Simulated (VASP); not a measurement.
BeS:

```xyz
2
Lattice="0.0000 2.4726 2.4726 2.4726 0.0000 2.4726 2.4726 2.4726 0.0000" Properties=species:S:1:pos:R:3 pbc="T T T"
S     3.7088    3.7088    3.7088
Be    0.0000    0.0000    0.0000
```

Base run:

| Item | Value |
| --- | --- |
| Program | VASP 6.6.1 |
| Functional | HSE06 |
| Potentials or basis | VASP PAW PBE potentials, release 64 (S, Be) |
| Cutoff | 520 eV |
| k mesh | 6 × 6 × 6 |
| Occupations | fermi-dirac, width 0.05 eV |
| Spin | no spin polarisation |

Its results: band gap on the k mesh 4.18 eV, indirect (least direct gap 6.56 eV); pressure -5.1 GPa.

Problem. After a change of settings the same cell gave: band gap on the k mesh 3.32 eV, indirect (least direct gap 5.40 eV); pressure -3.6 GPa. Which change was it?
A. functional from HSE06 to PBEsol; k mesh from 6 × 6 × 6 to 9 × 9 × 9
B. functional from HSE06 to PBE; k mesh from 6 × 6 × 6 to 9 × 9 × 9
C. functional from HSE06 to PBE0; further incar settings from ALGO = Normal; EDIFF = 1e-06; NBANDS = 11 to ALGO = Normal; EDIFF = 1e-07; NBANDS = 11
D. functional from HSE06 to r2SCAN; k mesh from 6 × 6 × 6 to 9 × 9 × 9

Solution. B.

Caveats: the PAW data sets were made with another functional, which shifts forces and pressure a little (some runs).
